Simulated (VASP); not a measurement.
A run of VASP 6.6.1 is set up as follows.

The input INCAR:

```
SYSTEM = As
PREC = Accurate ; ENCUT = 510
EDIFF = 1E-6 ; ISMEAR = 0
SIGMA = 0.05 ; LREAL = .FALSE.
LASPH = .TRUE. ; NELM = 120
ALGO = Normal ; ISIF = 2
LWAVE = .FALSE. ; LCHARG = .FALSE.
GGA = PS ; NBANDS = 22
GGA_COMPAT = .FALSE.
```

The input KPOINTS:

```
Automatic mesh
0
G
  12 12 12
  0 0 0
```

POSCAR

```
As
1.0
    1.8913928289      1.0919961589      3.3611651760
   -1.8913928289      1.0919961589      3.3611651760
    0.0000000000     -2.1839923178      3.3611651760
As
2
Direct
    0.2302352090      0.2302352090      0.2302352090
    0.7697647910      0.7697647910      0.7697647910
```

Potentials or basis: VASP PAW PBE potentials, release 64 (As_d).

The run is started by

```bash
$ cat potpaw_PBE.64/As_d/POTCAR > POTCAR
$ mpirun -np 1 vasp_std > vasp.out
```

(1) Estimate the band gap on the k mesh.

(2) What does it give for the largest force?

(3) Estimate the pressure.

Results:

(1) zero (bands 15 and 16 overlap by 0.35 eV).

(2) 0.007 eV/Å.

(3) 0.3 GPa.

Caveat: the PAW data sets were made with another functional, which shifts forces and pressure a little.
